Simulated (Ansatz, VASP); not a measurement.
# One calculation of AlNi2, two programs

```
CELL_PARAMETERS angstrom
3.97400 0.00000 0.00000
-1.98700 3.44159 0.00000
0.00000 0.00000 4.90426
ATOMIC_POSITIONS crystal
Al 0.33333 0.66667 0.18987
Al 0.66667 0.33333 0.81013
Ni 0.33333 0.66667 0.68511
Ni 0.66667 0.33333 0.31489
Ni 0.00000 0.00000 0.50000
Ni 0.00000 0.00000 0.00000
```

Alike in both runs: task single point; functional r2SCAN; k mesh 12 × 12 × 6; occupations gaussian, width 0.1 eV; no spin polarisation.

```csv
,VASP,Ansatz
version,VASP 6.6.1,Ansatz 0.2.0
potentials or method,"VASP PAW PBE potentials, release 64 (Al, Ni), cutoff 520 eV","scalar-relativistic, plane waves, PAW"
valence electrons in the cell,46,78
```

```tsv
	VASP	Ansatz	Ansatz less VASP
gap on the k mesh at the Fermi level (eV)	none	none	-
pressure (GPa)	0.7	0.6	-0.03
traceless stress, the component that is largest in VASP (GPa)	-0.07	-0.07	+0.008
```

VASP's potentials were made for PBE, not for r2SCAN. A gap of «none» marks a metal or a gap that the smearing closes. VASP's potentials hold 46 valence electrons a cell and Ansatz's 78, so a difference there can come from the potentials and not from the codes.
